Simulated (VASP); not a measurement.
Crystal: BiTe.

```
Bi Te
1.0
     0.00000    3.23500    3.23500
     3.23500    0.00000    3.23500
     3.23500    3.23500    0.00000
Bi Te
1 1
Direct
  0.00000 0.00000 0.00000
  0.50000 0.50000 0.50000
```

- Program: VASP 6.6.1
- Task: relaxation of cell and atoms
- Functional: RPBE
- Dispersion: D4
- Potentials or basis: VASP PAW PBE potentials, release 64 (Bi_d, Te)
- Cutoff: 600 eV
- k mesh: 7 × 7 × 7
- Occupations: fermi-dirac, width 0.05 eV
- Spin: no spin polarisation

At the start: pressure -2.1 GPa; volume 33.86 Å³/atom.

**Question.** How do energy, volume and symmetry change on relaxing?

**Answer.** Over 3 steps the energy falls by 9.9 meV/atom and the volume is 32.43 Å³/atom (-4.2 %); space group Fm-3m (No. 225, to 0.05 Å).

The path:
```
step  energy change (eV)  largest force (eV/Å)  pressure (GPa)  volume (Å³)
   1              0.0000                0.0000           -2.13        67.71
   2             -0.0140                0.0000            1.29        63.40
   3             -0.0197                0.0000            0.00        64.85
```

Final structure:
```
Bi Te
1.0
     0.00000    3.18884    3.18884
     3.18884    0.00000    3.18884
     3.18884    3.18884    0.00000
Bi Te
1 1
Direct
  0.00000 0.00000 0.00000
  0.50000 0.50000 0.50000
```

Caveat: the PAW data sets were made with another functional, which shifts forces and pressure a little; pairwise dispersion overbinds metals, which lowers pressure and volume.
